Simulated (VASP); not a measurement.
# Ta4W (R-3m) in VASP: further runs

Runs on Ta4W. Level: PBE. Tasks: relaxation of cell and atoms, single point.

Everything below comes from runs of VASP 6.6.1. Logs are shortened: lines on timing, memory, paths and dates and some standing lists are left out, and cuts for length are marked.

## Step 1: The cell of the first run

Symmetry: R-3m, No. 166, trigonal system. Conventional cell: a = 4.570 Å, b = 4.570 Å, c = 13.993 Å, α = 90.00°, β = 90.00°, γ = 120.00°. Within 3.7 Å of Ta (site symmetry 3m) lie 11 Ta at 2.80 to 3.23 Å and 3 W at 2.80 Å. Within 3.7 Å of Ta (site symmetry 3m) lie 10 Ta at 2.80 to 3.23 Å and 4 W at 2.80 to 3.23 Å. Within 3.7 Å of W (site symmetry -3m) lie 14 Ta at 2.80 to 3.23 Å.

## Step 2: Relaxation of cell and atoms, PBE

Contents of INCAR:

```
  ALGO = Fast
  EDIFF = 1E-6
  EDIFFG = -0.04
  ENCUT = 600
  GGA = PE
  IBRION = 2
  ISIF = 3
  ISMEAR = 0
  LASPH = T
  LCHARG = F
  LREAL = F
  LWAVE = F
  NELM = 80
  NSW = 90
  PREC = Accurate
  SIGMA = 0.1
```

Contents of KPOINTS:

```
k-points
0
Gamma
  6 6 6
```

Contents of POSCAR:

```
Ta4W
1.0
    2.2850164900      1.3192548900      4.6642703900
   -2.2850164900      1.3192548900      4.6642703900
    0.0000000000     -2.6385097800      4.6642703900
Ta W
4 1
Direct
    0.9000000000      0.9000000000      0.9000000000
    0.1000000000      0.1000000000      0.1000000000
    0.7000000000      0.7000000000      0.7000000000
    0.3000000000      0.3000000000      0.3000000000
    0.5000000000      0.5000000000      0.5000000000
```

Potentials or basis: VASP PAW PBE potentials, release 64 (Ta_pv, W_sv).

The run is started by

```console
> cat potpaw_PBE.64/Ta_pv/POTCAR potpaw_PBE.64/W_sv/POTCAR > POTCAR
> mpirun -np 1 vasp_std > vasp.out
```

OUTCAR:

```text
EDIFF = 1E-6
   EDIFFG = -0.04
   ENCUT = 600
   GGA = PE
   IBRION = 2
   ISIF = 3
   ISMEAR = 0
   LASPH = T
   LREAL = F
   NELM = 80
   NSW = 90
   PREC = Accurate

 ion  position               nearest neighbor table
   1  0.900  0.900  0.900-   5 2.80   5 2.80   4 2.80   4 2.80   3 2.80   2 2.80   5 2.80   4 2.80
                             2 3.23   2 3.23   3 3.23   3 3.23   2 3.23   3 3.23
   2  0.100  0.100  0.100-   3 2.80   3 2.80   5 2.80   5 2.80   4 2.80   1 2.80   3 2.80   5 2.80
                             1 3.23   1 3.23   4 3.23   4 3.23   1 3.23   4 3.23
   3  0.700  0.700  0.700-   2 2.80   2 2.80   4 2.80   4 2.80   1 2.80   5 2.80   2 2.80   4 2.80
                             5 3.23   5 3.23   1 3.23   1 3.23   5 3.23   1 3.23
   4  0.300  0.300  0.300-   1 2.80   1 2.80   3 2.80   3 2.80   2 2.80   5 2.80   1 2.80   3 2.80
                             5 3.23   5 3.23   2 3.23   2 3.23   5 3.23   2 3.23
   5  0.500  0.500  0.500-   2 2.80   2 2.80   1 2.80   1 2.80   3 2.80   4 2.80   2 2.80   1 2.80
                             4 3.23   3 3.23   4 3.23   3 3.23   4 3.23   3 3.23

  LATTYP: Found a trigonal (rhomboedric) cell.
 ALAT       =     5.3588386891
 COS(alpha) =     0.6363636363

  Lattice vectors:

 A1 = (   2.2850164900,   1.3192548900,   4.6642703900)
 A2 = (  -2.2850164900,   1.3192548900,   4.6642703900)
 A3 = (   0.0000000000,  -2.6385097800,   4.6642703900)

Analysis of symmetry for initial positions (statically):
=====================================================================
 Subroutine PRICEL returns:
 Original cell was already a primitive cell.

 Routine SETGRP: Setting up the symmetry group for a
 trigonal (rhombohedral) supercell.

 Subroutine GETGRP returns: Found 12 space group operations
 (whereof 12 operations were pure point group operations)
 out of a pool of 12 trial point group operations.

The static configuration has the point symmetry D_3d.

Analysis of symmetry for dynamics (positions and initial velocities):
=====================================================================
 Subroutine PRICEL returns:
 Original cell was already a primitive cell.

 Routine SETGRP: Setting up the symmetry group for a
 trigonal (rhombohedral) supercell.

 Subroutine GETGRP returns: Found 12 space group operations
 (whereof 12 operations were pure point group operations)
 out of a pool of 12 trial point group operations.

The dynamic configuration has the point symmetry D_3d.

 Subroutine INISYM returns: Found 12 space group operations
 (whereof 12 operations are pure point group operations),
 and found     1 'primitive' translations

----------------------------------------------------------------------------------------

                                     Primitive cell

  volume of cell :      84.3632

  direct lattice vectors                    reciprocal lattice vectors
     2.285016490  1.319254890  4.664270390     0.218816802  0.126333939  0.071465268
    -2.285016490  1.319254890  4.664270390    -0.218816802  0.126333939  0.071465268
     0.000000000 -2.638509780  4.664270390     0.000000000 -0.252667878  0.071465268

  length of vectors
     5.358838689  5.358838689  5.358838692     0.262580162  0.262580162  0.262580161

  position of ions in fractional coordinates (direct lattice)
     0.900000000  0.900000000  0.900000000
     0.100000000  0.100000000  0.100000000
     0.700000000  0.700000000  0.700000000
     0.300000000  0.300000000  0.300000000
     0.500000000  0.500000000  0.500000000

  ion indices of the primitive-cell ions
   primitive index   ion index
                 1           1
                 2           2
                 3           3
                 4           4
                 5           5

----------------------------------------------------------------------------------------

 KPOINTS: k-points

Automatic generation of k-mesh.
 Grid dimensions read from file:
 generate k-points for:    6    6    6

 Generating k-lattice:

  Cartesian coordinates                     Fractional coordinates (reciprocal lattice)
     0.036469467  0.021055656  0.011910878     0.166666667  0.000000000  0.000000000
    -0.036469467  0.021055656  0.011910878     0.000000000  0.166666667  0.000000000
     0.000000000 -0.042111313  0.011910878     0.000000000  0.000000000  0.166666667

  Length of vectors
     0.043763360  0.043763360  0.043763360

  Shift w.r.t. Gamma in fractional coordinates (k-lattice)
     0.000000000  0.000000000  0.000000000

 Subroutine IBZKPT returns following result:
 ===========================================

 Found     32 irreducible k-points:

 Following reciprocal coordinates:
            Coordinates               Weight
  0.000000  0.000000  0.000000      1.000000
  0.166667 -0.000000 -0.000000      6.000000
  0.333333 -0.000000  0.000000      6.000000
  0.500000  0.000000 -0.000000      3.000000
  0.166667  0.166667 -0.000000      6.000000
  0.333333  0.166667 -0.000000     12.000000
[... 16 lines left out ...]
  0.500000  0.500000  0.166667      6.000000
 -0.333333  0.500000  0.166667     12.000000
 [... further k-points ...]
   k-points           NKPTS =     32   k-points in BZ     NKDIM =     32   number of bands    NBANDS=     34
   number of dos      NEDOS =    301   number of ions     NIONS =      5
   total plane-waves  NPLWV = 110592
   dimension x,y,z NGX =    48 NGY =   48 NGZ =   48
   dimension x,y,z NGXF=    96 NGYF=   96 NGZF=   96
   ions per type =               4   1
   NGX,Y,Z   is equivalent  to a cutoff of  14.89, 14.89, 14.89 a.u.
   NGXF,Y,Z  is equivalent  to a cutoff of  29.78, 29.78, 29.78 a.u.
 SYSTEM =  unknown system
   PREC   = accura    normal or accurate (medium, high low for compatibility)
   ISTART =      0    job   : 0-new  1-cont  2-samecut
   ICHARG =      2    charge: 1-file 2-atom 10-const
   ISPIN  =      1    spin polarized calculation?
   LNONCOLLINEAR =      F non collinear calculations
   LSORBIT =      F    spin-orbit coupling
   LASPH  =      T    aspherical Exc in radial PAW
   ENCUT  =  600.0 eV  44.10 Ry    6.64 a.u.  10.70 10.70 10.70*2*pi/ulx,y,z
   NELM   =     80;   NELMIN=  2; NELMDL= -5     # of ELM steps
   EDIFF  = 0.1E-05   stopping-criterion for ELM
   LREAL  =      F    real-space projection
   EDIFFG = -.4E-01   stopping-criterion for IOM
   NSW    =     90    number of steps for IOM
   IBRION =      2    ionic relax: 0-MD 1-quasi-New 2-CG
   NFREE  =      1    steps in history (QN), initial steepest desc. (CG)
   ISIF   =      3    stress and relaxation
   ISYM   =      2    0-nonsym 1-usesym 2-fastsym
   POTIM  = 0.5000    time-step for ionic-motion
   TEBEG  =    0.0;   TEEND  =   0.0 temperature during run
   PSTRESS=    0.0 pullay stress
   NELECT =      58.0000    total number of electrons
   NUPDOWN=      -1.0000    fix difference up-down
   EMIN   =  10.00;   EMAX   =-10.00  energy-range for DOS
   EFERMI =   0.00;   METHOD = LEGACY
   ISMEAR =     0;   SIGMA  =   0.10  broadening in eV -4-tet -1-fermi 0-gaus
   EFERMI_NEDOS =   21; number of points for ismear=-14 and -15
   IALGO  =     68    algorithm
   IMIX   =      4    mixing-type and parameters
     AMIX     =   0.40;   BMIX     =  1.00
     AMIX_MAG =   1.60;   BMIX_MAG =  1.00
  volume/ion in A,a.u.               =      16.87       113.86
  Fermi-wavevector in a.u.,A,eV,Ry     =   1.444885  2.730436 28.404766  2.087691
  Thomas-Fermi vector in A             =   2.563129
   LORBIT       =      0    0 simple, 1 ext, 2 COOP (PROOUT), +10 PAW based schemes
   GGA     = PE    functional components
   LHFCALC =     F    Hartree Fock is set to
   AEXX    =    0.0000 exact exchange contribution
   IVDW    =     0    specifies the selected vdW correction
   LEPSILON=     F    determine dielectric tensor
   LRPA    =     F    only Hartree local field effects (RPA)
 conjugate gradient relaxation of ions
 non-spin polarized calculation
 RMM-DIIS sequential band-by-band and
 Gauss-broadening in eV      SIGMA  =   0.10
  energy-cutoff  :      600.00
  volume of cell :       84.36
 maximum number of plane-waves:      2833
 NGX is ok and might be reduce to    48
   NGX = 21   NGY = 21   NGZ = 21

--------------------------------------- Ionic step        1  -------------------------------------------

 number of electron      58.0000001 magnetization

 Free energy of the ion-electron system (eV)
  ---------------------------------------------------
  ext. energy  EPLUGINS =         0.00000000
  ---------------------------------------------------
  free energy    TOTEN  =       -60.21409768 eV

  energy without entropy =      -60.17940831  energy(sigma->0) =      -60.19675300

------------------------ aborting loop because EDIFF is reached ----------------------------------------

  FORCE on cell =-STRESS in cart. coord.  units (eV):
  Direction    XX          YY          ZZ          XY          YZ          ZX
  --------------------------------------------------------------------------------------
  -------------------------------------------------------------------------------------
  Total        6.5065946      6.5065947      6.6572554      0.0000000      0.0000000      0.0000000
  in kB      123.5695067    123.5695075    126.4307699      0.0000000      0.0000000      0.0000000
  external PRESSURE =     124.5232613 kB  Pullay stress =       0.0000000 kB
[... 180 lines left out ...]
  energy  without entropy=      -60.4103235422  energy(sigma->0) =      -60.42411729

--------------------------------------- Ionic step        6  -------------------------------------------

 number of electron      58.0000002 magnetization

 Free energy of the ion-electron system (eV)
  ---------------------------------------------------
  ext. energy  EPLUGINS =         0.00000000
  ---------------------------------------------------
  free energy    TOTEN  =       -60.45057739 eV

  energy without entropy =      -60.42661511  energy(sigma->0) =      -60.43859625

 E-fermi :   6.2626     XC(G=0): -12.7379

 val. band max:        6.2574765628   @ k =   0.5000   0.3333   0.1667
 cond. band min:       6.2906882783   @ k =   0.3333   0.1667  -0.0000
 fundamental gap:      0.0332117155
 Fermi energy:         6.2625537882

 k-point     1 :       0.0000    0.0000    0.0000
  band No.  band energies     occupation
      1     -66.8646      2.00000
      2     -31.1123      2.00000
      3     -31.1123      2.00000
      4     -31.1066      2.00000
      5     -27.7259      2.00000
      6     -27.6795      2.00000
[... 877 lines left out ...]
     33       8.2498      0.00000
     34       9.0057      0.00000

 [... further k-points ...]

------------------------ aborting loop because EDIFF is reached ----------------------------------------

  FORCE on cell =-STRESS in cart. coord.  units (eV):
  Direction    XX          YY          ZZ          XY          YZ          ZX
  --------------------------------------------------------------------------------------
  -------------------------------------------------------------------------------------
  Total        0.0362140      0.0362140     -0.0197126      0.0000000      0.0000000      0.0000000
  in kB        0.6515720      0.6515720     -0.3546743      0.0000000      0.0000000      0.0000000
  external PRESSURE =       0.3161565 kB  Pullay stress =       0.0000000 kB
[... 20 lines left out ...]
  FREE ENERGIE OF THE ION-ELECTRON SYSTEM (eV)
  ---------------------------------------------------
  free  energy   TOTEN  =       -60.4505773854 eV

  energy  without entropy=      -60.4266151100  energy(sigma->0) =      -60.43859625

 reached required accuracy - stopping structural energy minimisation
```

Wall time 8.9 min (1 thread of Intel Xeon 6975P-C (Granite Rapids), shared host); peak memory 0.4 GiB.

What came out:

* Free energy: -60.4506 eV
* Relaxed volume: 17.81 Å³/atom
* Relaxed cell: a = 5.465 Å, b = 5.465 Å, c = 5.465 Å, α = 50.32°, β = 50.32°, γ = 50.32°
* Space group after relaxing (to 0.1 Å): R-3m (No. 166)
* Energy gained by relaxing: 47.3 meV/atom
* Ionic steps: 6
* Pressure after relaxing: 0.0 GPa
* Largest force after relaxing: 0.032 eV/Å
* Band gap on the k mesh: zero (bands 29 and 30 overlap by 1.09 eV)

Forces on the atoms (eV/Å):
```
Ta   0.000  0.000  0.000
Ta   0.000  0.000  0.000
Ta   0.000  0.000 -0.032
Ta   0.000  0.000  0.032
W    0.000  0.000  0.000
```

Stress tensor (GPa, compression positive):
```
 0.07  0.00  0.00
 0.00  0.07  0.00
 0.00  0.00 -0.04
```

Step by step:
| step | energy change (eV) | largest force (eV/Å) | pressure (GPa) | volume (Å³) |
| --- | --- | --- | --- | --- |
| 1 | 0.0000 | 0.6379 | 12.45 | 84.36 |
| 2 | 0.7402 | 0.4586 | -22.26 | 101.41 |
| 3 | -0.1906 | 0.6042 | -0.98 | 89.38 |
| 4 | -0.1909 | 0.6055 | -0.50 | 89.18 |
| 5 | -0.2238 | 0.3485 | -0.25 | 89.12 |
| 6 | -0.2365 | 0.0324 | 0.03 | 89.05 |

Final structure:
```
Ta W
1.0
     2.32351    1.34148    4.76150
    -2.32351    1.34148    4.76150
     0.00000   -2.68296    4.76150
Ta W
4 1
Direct
  0.89745 0.89745 0.89745
  0.10255 0.10255 0.10255
  0.69563 0.69563 0.69563
  0.30437 0.30437 0.30437
  0.50000 0.50000 0.50000
```

Caveat: spin-orbit coupling is left out, which moves the levels of the heavy elements.

## Step 3: Single point, PBE

This run uses another cell than the first one, of 17.78 Å³/atom.

Contents of INCAR:

```
SYSTEM = Ta4W
PREC = Accurate
ENCUT = 520
EDIFF = 1E-7
ISMEAR = 0
SIGMA = 0.1
LREAL = .False.
LASPH = .True.
NELM = 60
ALGO = Fast
ISIF = 2
LWAVE = .False.
LCHARG = .False.
GGA = PE
NBANDS = 37
```

Contents of KPOINTS:

```
Automatic mesh
0
Gamma
  12 12 12
  0 0 0
```

Contents of POSCAR:

```
Ta4W
1.0
    2.3230573033      1.3412177594      4.7545496227
   -2.3230573033      1.3412177594      4.7545496227
    0.0000000000     -2.6824355188      4.7545496227
Ta W
4 1
Direct
    0.8975134957      0.8975134957      0.8975134957
    0.1024865043      0.1024865043      0.1024865043
    0.6956095302      0.6956095302      0.6956095302
    0.3043904698      0.3043904698      0.3043904698
    0.5000000000      0.5000000000      0.5000000000
```

Potentials or basis: VASP PAW PBE potentials, release 64 (Ta_pv, W_sv).

The run is started by

```console
> cat potpaw_PBE.64/Ta_pv/POTCAR potpaw_PBE.64/W_sv/POTCAR > POTCAR
> mpirun -np 1 vasp_std > vasp.out
```

Run time: 11 min. Hardware: 1 thread of Intel Xeon 6975P-C (Granite Rapids), shared host; peak memory 0.63 GiB.

Results (log left out):

```
Free energy            : -60.4384 eV
Pressure               : 0.2 GPa
Largest force          : 0.010 eV/Å
Band gap on the k mesh : zero (bands 29 and 30 overlap by 1.09 eV)
```

Forces in eV/Å, atoms in the order of the input:
```
Ta   0.000  0.000  0.005
Ta   0.000  0.000 -0.005
Ta   0.000  0.000  0.010
Ta   0.000  0.000 -0.010
W    0.000  0.000  0.000
```

Levels at points of the mesh, in eV from the Fermi level:
```tsv
k point	band 26	band 27	band 28	band 29	band 30	band 31	band 32	band 33
(0.00, 0.00, 0.00)	-1.69	-1.54	-0.79	-0.28	0.52	0.52	0.66	3.56
(0.50, 0.00, 0.00)	-1.27	-0.88	-0.49	-0.43	0.23	1.47	1.47	1.82
(0.50, 0.50, 0.00)	-1.23	-1.19	-1.03	0.21	0.90	1.51	2.08	2.11
(0.50, 0.50, 0.50)	-1.06	-0.88	-0.88	-0.56	-0.56	3.28	3.28	3.30
```

Caveat: spin-orbit coupling is left out, which moves the levels of the heavy elements.
